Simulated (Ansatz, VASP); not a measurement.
# Two plane-wave programs on PtS2

```xyz
3
Lattice="3.5638 0.0000 0.0000 -1.7819 3.0863 0.0000 0.0000 0.0000 4.5124" Properties=species:S:1:pos:R:3 pbc="T T T"
Pt    0.0000    0.0000    0.0000
S     0.0000    2.0575    1.1875
S     1.7819    1.0288    3.3249
```

Alike in both runs: functional LDA; k mesh 15 × 15 × 10; occupations fermi-dirac, width 0.15 eV; no spin polarisation.

Ansatz relaxed the structure, and its values are those at the end. VASP's run is a single point on that final structure, the one shown.

|  | VASP | Ansatz |
| --- | --- | --- |
| version | VASP 6.6.1 | Ansatz 0.2.0 |
| potentials or method | VASP PAW LDA potentials, release 64 (Pt, S), cutoff 500 eV | scalar-relativistic, plane waves, PAW |
| valence electrons in the cell | 22 | 30 |

|  | VASP | Ansatz | Ansatz less VASP |
| --- | --- | --- | --- |
| gap on the k mesh at the Fermi level (eV) | none | none | - |
| pressure (GPa) | 0.0 | 0.0 | 0.00 |

LDA's correlation is that of Perdew and Zunger in VASP and of Perdew and Wang (1992) in Ansatz. A gap of «none» marks a metal or a gap that the smearing closes. VASP's potentials hold 22 valence electrons a cell and Ansatz's 30, so a difference there can come from the potentials and not from the codes.

Spin-orbit coupling is off throughout.
